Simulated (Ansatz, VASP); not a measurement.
## One calculation of Ni, two programs

File INCAR:

```
PREC = Accurate
ENCUT = 600
EDIFF = 1E-6
ISMEAR = 0
SIGMA = 0.1
LREAL = False
LASPH = True
NELM = 150
ALGO = Fast
ISIF = 3
LWAVE = False
LCHARG = False
ISPIN = 2
MAGMOM = 0.83
LORBIT = 11
LMAXMIX = 4
GGA = PE
IBRION = 2
NSW = 80
EDIFFG = -0.05
```

Contents of KPOINTS:

```
regular mesh
0
Gamma
  10 10 10
```

File POSCAR:

```
Ni
1.0
   -1.5388234271      1.5385510785      2.1685840146
    1.5388234271     -1.5385510785      2.1685840146
    1.5388234271      1.5385510785     -2.1685840146
Ni
1
Direct
    0.5000000000      0.5000000000      0.0000000000
```

Input for Ansatz:

```yaml
crystal:
  lattice:
    - [-1.5388234271, 1.5385510785, 2.1685840146]
    - [1.5388234271, -1.5385510785, 2.1685840146]
    - [1.5388234271, 1.5385510785, -2.1685840146]
  atoms:
    - { symbol: Ni, position: [0.5, 0.5, 0.0], spin: 0.83 }
basis:
  ecutwfc: 420
kpoints:
  mp_grid: { grid: [10, 10, 10] }
hamiltonian:
  xc: pbe
scf:
  occupations: { method: gaussian, width: 0.1 }
output:
  forces: true
  stress: true
  eigenvalues: true
  populations: true
magnetization:
  spin_polarized: true
relax:
  adjacent_minimum: "off"
  f_tol: 0.05
  max_steps: 60
  cell: { stress_tol: 0.5 }
```

Alike in both runs: task relaxation of cell and atoms; functional PBE; k mesh 10 × 10 × 10; occupations gaussian, width 0.1 eV; collinear spin.

```csv
,VASP,Ansatz
version,VASP 6.6.1,Ansatz 0.2.0
potentials or method,"VASP PAW PBE potentials, release 64 (Ni), cutoff 600 eV","scalar-relativistic, plane waves, PAW"
valence electrons in the cell,10,18
```

```tsv
	VASP	Ansatz	Ansatz less VASP
gap on the k mesh at the Fermi level, each at its own relaxed structure (eV)	none	none	-
net moment per atom (μB)	0.72	0.73	+0.012
size of the moment on the site where the two differ most (μB)	0.73	0.77	+0.039
relaxed volume (Å³/atom)	10.90	10.92	+0.023
relaxed length of the cell vector where the two differ most in proportion (Å)	2.488	2.490	+0.0023
```

Site moments also hang on the region over which each program counts them. A gap of «none» marks a metal or a gap that the smearing closes. VASP's potentials hold 10 valence electrons a cell and Ansatz's 18, so a difference there can come from the potentials and not from the codes.

Noted on VASP's run: the volume moved by over 15 % at a fixed basis, so the end points are rough.
